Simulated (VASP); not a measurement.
# BiTe (Fm-3m) in VASP: a series of runs, part 2 of 2

VASP 6.6.1. Earlier steps stand in the parts before.

### 4 Single point, PBEsol, non-collinear spin, zero start, spin-orbit coupling (volume scaled by 0.94)

Contents of INCAR:

```
SYSTEM = BiTe
  PREC = Accurate
  ENCUT = 520
  EDIFF = 1E-6
  ISMEAR = 0
  SIGMA = 0.01
  LREAL = .FALSE.
  LASPH = .TRUE.
  NELM = 150
  ALGO = Normal
  ISIF = 2
  LWAVE = .FALSE.
  LCHARG = .FALSE.
  LNONCOLLINEAR = .TRUE.
  MAGMOM = 0 0 0 0 0 0
  LORBIT = 11
  LSORBIT = .TRUE.
  GGA_COMPAT = .FALSE.
  LORBMOM = .TRUE.
  GGA = PS
  NBANDS = 33
```

Contents of KPOINTS:

```
regular mesh
0
G
  5 5 5
  0 0 0
```

Contents of POSCAR:

```
BiTe
1.0
    0.0000000000      3.1689610617      3.1689610617
    3.1689610617      0.0000000000      3.1689610617
    3.1689610617      3.1689610617      0.0000000000
Bi Te
1 1
Direct
    0.0000000000      0.0000000000      0.0000000000
    0.5000000000      0.5000000000      0.5000000000
```

Potentials or basis: VASP PAW PBE potentials, release 64 (Bi_d, Te).

Started as:

```console
cat potpaw_PBE.64/Bi_d/POTCAR potpaw_PBE.64/Te/POTCAR > POTCAR
mpirun -np 1 vasp_ncl > vasp.out
```

OUTCAR:

```text
SYSTEM = BiTe
   PREC = Accurate
   ENCUT = 520
   EDIFF = 1E-6
   ISMEAR = 0
   LREAL = .FALSE.
   LASPH = .TRUE.
   NELM = 150
   ISIF = 2
   LNONCOLLINEAR = .TRUE.
   LORBIT = 11
   LSORBIT = .TRUE.
   GGA = PS

 ion  position               nearest neighbor table
   1  0.000  0.000  0.000-   2 3.17   2 3.17   2 3.17   2 3.17   2 3.17   2 3.17
   2  0.500  0.500  0.500-   1 3.17   1 3.17   1 3.17   1 3.17   1 3.17   1 3.17

  LATTYP: Found a face centered cubic cell.
 ALAT       =     6.3379221234

  Lattice vectors:

 A1 = (   0.0000000000,   3.1689610617,   3.1689610617)
 A2 = (   3.1689610617,   0.0000000000,   3.1689610617)
 A3 = (   3.1689610617,   3.1689610617,   0.0000000000)

Analysis of symmetry for initial positions (statically):
=====================================================================
 Subroutine PRICEL returns:
 Original cell was already a primitive cell.

 Routine SETGRP: Setting up the symmetry group for a
 face centered cubic supercell.

 Subroutine GETGRP returns: Found 48 space group operations
 (whereof 48 operations were pure point group operations)
 out of a pool of 48 trial point group operations.

The static configuration has the point symmetry O_h .
[... 606 lines left out ...]
     0.0000000     0.0000000     0.0000000     0.0000000     0.0000000     0.0000000     0.0000000
     0.0000000     0.0000000     0.0000000     0.0000000     0.0000000     0.0000000     0.0000000
     0.0000000     0.0000000     0.0000000     0.0000000     0.0000000     0.0000000     0.0000000
     0.0000000     0.0000000     0.0000000     0.0000000     0.0000000     0.0000000     0.0000000
     0.0000000     0.0000000     0.0000000     0.0000000     0.0000000     0.0000000     0.0000000

 Ion:    2  E_soc:     -0.2436060
 l=   1
     0.0000000    -0.0408286    -0.0408286
    -0.0408286     0.0000000    -0.0408286
    -0.0408286    -0.0408286     0.0000000
 l=   2
     0.0000000     0.0000080     0.0000000     0.0000080     0.0002196
     0.0000080     0.0000000     0.0001647     0.0000080     0.0000549
     0.0000000     0.0001647     0.0000000     0.0001647     0.0000000
     0.0000080     0.0000080     0.0001647     0.0000000     0.0000549
     0.0002196     0.0000549     0.0000000     0.0000549     0.0000000
 l=   3
     0.0000000     0.0000000     0.0000000     0.0000000     0.0000000     0.0000000     0.0000000
     0.0000000     0.0000000     0.0000000     0.0000000     0.0000000     0.0000000     0.0000000
     0.0000000     0.0000000     0.0000000     0.0000000     0.0000000     0.0000000     0.0000000
     0.0000000     0.0000000     0.0000000     0.0000000     0.0000000     0.0000000     0.0000000
     0.0000000     0.0000000     0.0000000     0.0000000     0.0000000     0.0000000     0.0000000
     0.0000000     0.0000000     0.0000000     0.0000000     0.0000000     0.0000000     0.0000000
     0.0000000     0.0000000     0.0000000     0.0000000     0.0000000     0.0000000     0.0000000

 total charge

# of ion       s       p       d       tot
------------------------------------------
    1        1.565   1.228   9.937  12.729
    2        1.410   1.917   0.037   3.364
--------------------------------------------------
tot          2.974   3.145   9.974  16.093

 magnetization (x)

# of ion       s       p       d       tot
------------------------------------------
    1        0.000  -0.000  -0.000   0.000
    2        0.000  -0.000  -0.000  -0.000
--------------------------------------------------
tot          0.000  -0.000  -0.000   0.000

 magnetization (y)

# of ion       s       p       d       tot
------------------------------------------
    1       -0.000   0.000   0.000  -0.000
    2        0.000  -0.000   0.000  -0.000
--------------------------------------------------
tot         -0.000  -0.000   0.000  -0.000

 magnetization (z)

# of ion       s       p       d       tot
------------------------------------------
    1        0.000  -0.000  -0.000   0.000
    2        0.000   0.000  -0.000   0.000
--------------------------------------------------
tot          0.000  -0.000  -0.000   0.000
```

OSZICAR:

```text
N       E                     dE             d eps       ncg     rms          rms(c)
DAV:   1     0.203321468367E+03    0.20332E+03   -0.97227E+03   660   0.130E+03
DAV:   2     0.135785930535E+02   -0.18974E+03   -0.18285E+03   676   0.370E+02
DAV:   3    -0.782137626680E+01   -0.21400E+02   -0.20917E+02   803   0.134E+02
DAV:   4    -0.879030178603E+01   -0.96893E+00   -0.95275E+00   788   0.294E+01
DAV:   5    -0.884113181071E+01   -0.50830E-01   -0.50823E-01  1015   0.660E+00    0.673E+00
DAV:   6    -0.881847437726E+01    0.22657E-01   -0.42215E-02   811   0.135E+00    0.424E+00
DAV:   7    -0.881782749590E+01    0.64688E-03   -0.22165E-02   824   0.701E-01    0.178E+00
DAV:   8    -0.881799072980E+01   -0.16323E-03   -0.18167E-03   806   0.314E-01    0.259E-01
DAV:   9    -0.881778526710E+01    0.20546E-03   -0.93289E-04   886   0.221E-01    0.122E-01
DAV:  10    -0.881782182697E+01   -0.36560E-04   -0.16885E-04   750   0.758E-02    0.173E-02
DAV:  11    -0.881782263733E+01   -0.81036E-06   -0.61902E-06   782   0.208E-02
   1 F= -.88178226E+01 E0= -.88176501E+01  d E =-.344979E-03  mag=     0.0000     0.0000    -0.0000
```

stdout:

```text
POSCAR found type information on POSCAR BiTe
 POSCAR found :  2 types and       2 ions
 scaLAPACK will be used
 -----------------------------------------------------------------------------
|                                                                             |
|                                                                             |
|     You enforced a specific xc type in the INCAR file but a different       |
|     I HOPE YOU KNOW WHAT YOU ARE DOING!                                     |
|                                                                             |
 -----------------------------------------------------------------------------

 LDA part: xc-table for (Slater+PW92), standard interpolation
 POSCAR, INCAR and KPOINTS ok, starting setup
 FFT: planning ... GRIDC
 FFT: planning ... GRID_SOFT
 FFT: planning ... GRID
 WAVECAR not read
 entering main loop
```

Wall time 98 s (1 thread of AMD EPYC 7R13, shared host); peak memory 0.35 GiB.

Results:

| Quantity | Value |
| --- | --- |
| Free energy | -8.8178 eV |
| Pressure | 3.4 GPa |
| Net moment | 0.00 μB per cell |
| Valence electrons inside the program's atomic spheres | Bi 12.73; Te 3.36 |

Moments on the atoms (μB; x, y, z):
```
Bi  0.00 0.00 0.00
Te  0.00 0.00 0.00
```

Caveat: the PAW data sets were made with another functional, which shifts forces and pressure a little.

### 5 Single point, PBEsol, non-collinear spin, zero start, spin-orbit coupling (volume scaled by 0.96)

Contents of INCAR:

```
SYSTEM = BiTe
ALGO = Normal
EDIFF = 1E-6
ENCUT = 520
GGA = PS
GGA_COMPAT = .FALSE.
ISIF = 2
ISMEAR = 0
LASPH = .TRUE.
LCHARG = .FALSE.
LORBIT = 11
LORBMOM = .TRUE.
LREAL = .FALSE.
LSORBIT = .TRUE.
LWAVE = .FALSE.
MAGMOM = 0 0 0 0 0 0
NBANDS = 33
NELM = 150
PREC = Accurate
SIGMA = 0.01
```

Contents of KPOINTS:

```
k-points
0
G
  5 5 5
  0 0 0
```

Contents of POSCAR:

```
BiTe
1.0
    0.0000000000      3.1912784242      3.1912784242
    3.1912784242      0.0000000000      3.1912784242
    3.1912784242      3.1912784242      0.0000000000
Bi Te
1 1
Direct
    0.0000000000      0.0000000000      0.0000000000
    0.5000000000      0.5000000000      0.5000000000
```

Potentials or basis: VASP PAW PBE potentials, release 64 (Bi_d, Te).

Started as:

```console
cat potpaw_PBE.64/Bi_d/POTCAR potpaw_PBE.64/Te/POTCAR > POTCAR
mpirun -np 1 vasp_ncl > vasp.out
```

OUTCAR:

```text
SYSTEM = BiTe
   EDIFF = 1E-6
   ENCUT = 520
   GGA = PS
   ISIF = 2
   ISMEAR = 0
   LASPH = .TRUE.
   LORBIT = 11
   LREAL = .FALSE.
   LSORBIT = .TRUE.
   NELM = 150
   PREC = Accurate

 ion  position               nearest neighbor table
   1  0.000  0.000  0.000-   2 3.19   2 3.19   2 3.19   2 3.19   2 3.19   2 3.19
   2  0.500  0.500  0.500-   1 3.19   1 3.19   1 3.19   1 3.19   1 3.19   1 3.19

  LATTYP: Found a face centered cubic cell.
 ALAT       =     6.3825568484

  Lattice vectors:

 A1 = (   0.0000000000,   3.1912784242,   3.1912784242)
 A2 = (   3.1912784242,   0.0000000000,   3.1912784242)
 A3 = (   3.1912784242,   3.1912784242,   0.0000000000)

Analysis of symmetry for initial positions (statically):
=====================================================================
 Subroutine PRICEL returns:
 Original cell was already a primitive cell.

 Routine SETGRP: Setting up the symmetry group for a
 face centered cubic supercell.

 Subroutine GETGRP returns: Found 48 space group operations
 (whereof 48 operations were pure point group operations)
 out of a pool of 48 trial point group operations.

The static configuration has the point symmetry O_h .

Analysis of symmetry for dynamics (positions and initial velocities):
=====================================================================
 Subroutine PRICEL returns:
 Original cell was already a primitive cell.

 Routine SETGRP: Setting up the symmetry group for a
 face centered cubic supercell.

 Subroutine GETGRP returns: Found 48 space group operations
 (whereof 48 operations were pure point group operations)
 out of a pool of 48 trial point group operations.

The dynamic configuration has the point symmetry O_h .

Analysis of structural, dynamic, and magnetic symmetry:
=====================================================================
 Subroutine PRICEL returns:
 Original cell was already a primitive cell.

 Routine SETGRP: Setting up the symmetry group for a
 face centered cubic supercell.

 Subroutine GETGRP returns: Found 48 space group operations
 (whereof 48 operations were pure point group operations)
 out of a pool of 48 trial point group operations.

The overall configuration has the point symmetry O_h .

 Subroutine INISYM returns: Found 48 space group operations
 (whereof 48 operations are pure point group operations),
 and found     1 'primitive' translations

----------------------------------------------------------------------------------------

                                     Primitive cell

  volume of cell :      65.0016

  direct lattice vectors                    reciprocal lattice vectors
     0.000000000  3.191278424  3.191278424    -0.156677022  0.156677022  0.156677022
     3.191278424  0.000000000  3.191278424     0.156677022 -0.156677022  0.156677022
     3.191278424  3.191278424  0.000000000     0.156677022  0.156677022 -0.156677022

  length of vectors
     4.513149229  4.513149229  4.513149229     0.271372563  0.271372563  0.271372563

  position of ions in fractional coordinates (direct lattice)
     0.000000000  0.000000000  0.000000000
     0.500000000  0.500000000  0.500000000

  ion indices of the primitive-cell ions
   primitive index   ion index
                 1           1
[... 484 lines left out ...]
  -------------------------------------------------------------------------------------
  Total        0.8595751      0.8595751      0.8595751      0.0000000      0.0000000      0.0000000
  in kB       21.1870425     21.1870425     21.1870425      0.0000000      0.0000000      0.0000000
  external PRESSURE =      21.1870425 kB  Pullay stress =       0.0000000 kB

 VOLUME and BASIS-vectors are now :
 -----------------------------------------------------------------------------
  energy-cutoff  :      520.00
  volume of cell :       65.00
      direct lattice vectors                 reciprocal lattice vectors
     0.000000000  3.191278424  3.191278424    -0.156677022  0.156677022  0.156677022
     3.191278424  0.000000000  3.191278424     0.156677022 -0.156677022  0.156677022
     3.191278424  3.191278424  0.000000000     0.156677022  0.156677022 -0.156677022

 POSITION                                       TOTAL-FORCE (eV/Angst)
 -----------------------------------------------------------------------------------
      0.00000      0.00000      0.00000        -0.000000     -0.000000      0.000000
      3.19128      3.19128      3.19128         0.000000      0.000000     -0.000000
 -----------------------------------------------------------------------------------
    total drift:                               -0.000000      0.000000      0.000000

  FREE ENERGIE OF THE ION-ELECTRON SYSTEM (eV)
  ---------------------------------------------------
  free  energy   TOTEN  =        -8.8413120626 eV

  energy  without entropy=       -8.8409917374  energy(sigma->0) =       -8.84115190

 orbital moment (x)

 # of ion     p       d       tot
 ----------------------------------------
  1         0.000   0.000   0.000
  2         0.000  -0.000  -0.000
 ----------------------------------------
            0.000   0.000   0.000

 orbital moment (y)

 # of ion     p       d       tot
 ----------------------------------------
  1         0.000  -0.000  -0.000
  2         0.000  -0.000  -0.000
 ----------------------------------------
            0.000  -0.000  -0.000

 orbital moment (z)

 # of ion     p       d       tot
 ----------------------------------------
  1         0.000  -0.000  -0.000
  2         0.000  -0.000  -0.000
 ----------------------------------------
            0.000  -0.000  -0.000

 Spin-Orbit-Coupling matrix elements

 Ion:    1  E_soc:     -1.9040356
 l=   1
     0.0000000    -0.2515728    -0.2515728
    -0.2515728     0.0000000    -0.2515728
    -0.2515728    -0.2515728     0.0000000
 l=   2
     0.0000000    -0.0131681     0.0000000    -0.0131681    -0.0525983
    -0.0131681     0.0000000    -0.0394488    -0.0131681    -0.0131496
     0.0000000    -0.0394488     0.0000000    -0.0394488     0.0000000
    -0.0131681    -0.0131681    -0.0394488     0.0000000    -0.0131496
    -0.0525983    -0.0131496     0.0000000    -0.0131496     0.0000000
 l=   3
     0.0000000     0.0000000     0.0000000     0.0000000     0.0000000     0.0000000     0.0000000
     0.0000000     0.0000000     0.0000000     0.0000000     0.0000000     0.0000000     0.0000000
     0.0000000     0.0000000     0.0000000     0.0000000     0.0000000     0.0000000     0.0000000
     0.0000000     0.0000000     0.0000000     0.0000000     0.0000000     0.0000000     0.0000000
     0.0000000     0.0000000     0.0000000     0.0000000     0.0000000     0.0000000     0.0000000
     0.0000000     0.0000000     0.0000000     0.0000000     0.0000000     0.0000000     0.0000000
     0.0000000     0.0000000     0.0000000     0.0000000     0.0000000     0.0000000     0.0000000

 Ion:    2  E_soc:     -0.2435180
 l=   1
     0.0000000    -0.0408009    -0.0408009
    -0.0408009     0.0000000    -0.0408009
    -0.0408009    -0.0408009     0.0000000
 l=   2
     0.0000000     0.0000078     0.0000000     0.0000078     0.0002067
     0.0000078     0.0000000     0.0001550     0.0000078     0.0000517
     0.0000000     0.0001550     0.0000000     0.0001550     0.0000000
     0.0000078     0.0000078     0.0001550     0.0000000     0.0000517
     0.0002067     0.0000517     0.0000000     0.0000517     0.0000000
 l=   3
     0.0000000     0.0000000     0.0000000     0.0000000     0.0000000     0.0000000     0.0000000
     0.0000000     0.0000000     0.0000000     0.0000000     0.0000000     0.0000000     0.0000000
     0.0000000     0.0000000     0.0000000     0.0000000     0.0000000     0.0000000     0.0000000
     0.0000000     0.0000000     0.0000000     0.0000000     0.0000000     0.0000000     0.0000000
     0.0000000     0.0000000     0.0000000     0.0000000     0.0000000     0.0000000     0.0000000
     0.0000000     0.0000000     0.0000000     0.0000000     0.0000000     0.0000000     0.0000000
     0.0000000     0.0000000     0.0000000     0.0000000     0.0000000     0.0000000     0.0000000

 total charge

# of ion       s       p       d       tot
------------------------------------------
    1        1.564   1.216   9.934  12.714
    2        1.410   1.910   0.034   3.354
--------------------------------------------------
tot          2.974   3.126   9.968  16.068

 magnetization (x)

# of ion       s       p       d       tot
------------------------------------------
    1        0.000  -0.000   0.000  -0.000
    2        0.000   0.000  -0.000  -0.000
--------------------------------------------------
tot          0.000  -0.000  -0.000  -0.000

 magnetization (y)

# of ion       s       p       d       tot
------------------------------------------
    1        0.000  -0.000  -0.000  -0.000
    2        0.000   0.000   0.000   0.000
--------------------------------------------------
tot          0.000   0.000  -0.000  -0.000

 magnetization (z)

# of ion       s       p       d       tot
------------------------------------------
    1       -0.000   0.000  -0.000  -0.000
    2        0.000   0.000   0.000   0.000
--------------------------------------------------
tot         -0.000   0.000  -0.000  -0.000
```

stdout:

```text
POSCAR found type information on POSCAR BiTe
 POSCAR found :  2 types and       2 ions
 scaLAPACK will be used
 -----------------------------------------------------------------------------
|                                                                             |
|                                                                             |
|     You enforced a specific xc type in the INCAR file but a different       |
|     I HOPE YOU KNOW WHAT YOU ARE DOING!                                     |
|                                                                             |
 -----------------------------------------------------------------------------

 LDA part: xc-table for (Slater+PW92), standard interpolation
 POSCAR, INCAR and KPOINTS ok, starting setup
 FFT: planning ... GRIDC
 FFT: planning ... GRID_SOFT
 FFT: planning ... GRID
 WAVECAR not read
 entering main loop
```

It took 1.9 min on 1 thread of AMD EPYC 7R13, shared host; peak memory 0.35 GiB.

What came out:

```
Free energy                                           : -8.8413 eV
Pressure                                              : 2.1 GPa
Net moment                                            : 0.00 μB per cell
Valence electrons inside the program's atomic spheres : Bi 12.71; Te 3.35
```

Moments on the atoms (μB; x, y, z):
```
Bi  0.00 0.00 0.00
Te  0.00 0.00 0.00
```

Caveat: the PAW data sets were made with another functional, which shifts forces and pressure a little.

### 6 Overview

```tsv
level	spin	cell	k mesh	smearing	gap on the mesh (eV)	pressure (GPa)	moment (μB)
BLYP	off	a = 4.635 Å, angles 60.0°, 2 atoms	7 × 7 × 7	fermi-dirac 0.02 eV	none	2.6	-
BLYP	off	a = 4.665 Å, angles 60.0°, 2 atoms	7 × 7 × 7	fermi-dirac 0.02 eV	none	1.7	-
PBEsol	non-collinear, zero start, SOC	a = 4.482 Å, angles 60.0°, 2 atoms	5 × 5 × 5	gaussian 0.01 eV	-	3.4	0.00
PBEsol	non-collinear, zero start, SOC	a = 4.513 Å, angles 60.0°, 2 atoms	5 × 5 × 5	gaussian 0.01 eV	-	2.1	0.00
```

Alike in all rows: task single point; potentials or basis VASP PAW PBE potentials, release 64 (Bi_d, Te); cutoff (eV) 520.

Caveats: the PAW data sets were made with another functional, which shifts forces and pressure a little; spin-orbit coupling is left out, which moves the levels of the heavy elements (some runs).

Total energies depend on the potentials used, so only differences within one code and one set of settings carry meaning.
